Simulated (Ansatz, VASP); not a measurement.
## MgZn5O6: VASP beside Ansatz

The input INCAR:

```
PREC = Accurate ; ENCUT = 600
EDIFF = 1E-7 ; ISMEAR = 0
SIGMA = 0.02 ; LREAL = F
LASPH = T ; NELM = 100
ALGO = Normal ; ISIF = 3
LWAVE = F ; LCHARG = F
GGA = PE ; IBRION = 2
NSW = 100 ; EDIFFG = -0.01
```

File KPOINTS:

```
regular mesh
0
Gamma
  10 10 2
```

The input POSCAR:

```
MgZn5O6
1.0
    3.0550274177      0.0000000000      0.0000000000
    0.0000000000      3.0550274177      0.0000000000
    0.0000000000      0.0000000000     12.9458684148
Mg Zn O
1 5 6
Direct
    0.5000000000      0.5000000000      0.0000000000
    0.0000000000      0.0000000000      0.8338145664
    0.0000000000      0.0000000000      0.1661854336
    0.5000000000      0.5000000000      0.3321079170
    0.0000000000      0.0000000000      0.5000000000
    0.5000000000      0.5000000000      0.6678920830
    0.0000000000      0.0000000000      0.0000000000
    0.5000000000      0.5000000000      0.1645820215
    0.0000000000      0.0000000000      0.3324641775
    0.5000000000      0.5000000000      0.5000000000
    0.0000000000      0.0000000000      0.6675358225
    0.5000000000      0.5000000000      0.8354179785
```

Input for Ansatz:

```yaml
crystal:
  lattice:
    - [3.0550274177, 0.0, 0.0]
    - [0.0, 3.0550274177, 0.0]
    - [0.0, 0.0, 12.9458684148]
  atoms:
    - { symbol: Mg, position: [0.5, 0.5, 0.0] }
    - { symbol: Zn, position: [0.0, 0.0, 0.8338145664] }
    - { symbol: Zn, position: [0.0, 0.0, 0.1661854336] }
    - { symbol: Zn, position: [0.5, 0.5, 0.332107917] }
    - { symbol: Zn, position: [0.0, 0.0, 0.5] }
    - { symbol: Zn, position: [0.5, 0.5, 0.667892083] }
    - { symbol: O, position: [0.0, 0.0, 0.0] }
    - { symbol: O, position: [0.5, 0.5, 0.1645820215] }
    - { symbol: O, position: [0.0, 0.0, 0.3324641775] }
    - { symbol: O, position: [0.5, 0.5, 0.5] }
    - { symbol: O, position: [0.0, 0.0, 0.6675358225] }
    - { symbol: O, position: [0.5, 0.5, 0.8354179785] }
basis:
  ecutwfc: 420
kpoints:
  mp_grid: { grid: [10, 10, 2] }
hamiltonian:
  xc: pbe
scf:
  occupations: { method: gaussian, width: 0.02 }
output:
  forces: true
  stress: true
  eigenvalues: true
relax:
  adjacent_minimum: "off"
  f_tol: 0.01
  max_steps: 80
  cell: { stress_tol: 0.05 }
```

Alike in both runs: task relaxation of cell and atoms; functional PBE; k mesh 10 × 10 × 2; occupations gaussian, width 0.02 eV; no spin polarisation.

|  | VASP | Ansatz |
| --- | --- | --- |
| version | VASP 6.6.1 | Ansatz 0.2.0 |
| potentials or method | VASP PAW PBE potentials, release 64 (Mg, Zn, O), cutoff 600 eV | scalar-relativistic, plane waves, PAW |
| valence electrons in the cell | 98 | 106 |

|  | VASP | Ansatz | Ansatz less VASP |
| --- | --- | --- | --- |
| gap on the k mesh at the Fermi level, each at its own relaxed structure (eV) | 0.95 | 1.00 | +0.041 |
| relaxed volume (Å³/atom) | 10.10 | 10.07 | -0.028 |
| relaxed cell length with the largest relative difference (Å) | 12.964 | 12.946 | -0.0183 |

VASP's potentials hold 98 valence electrons a cell and Ansatz's 106, so a difference there can come from the potentials and not from the codes.
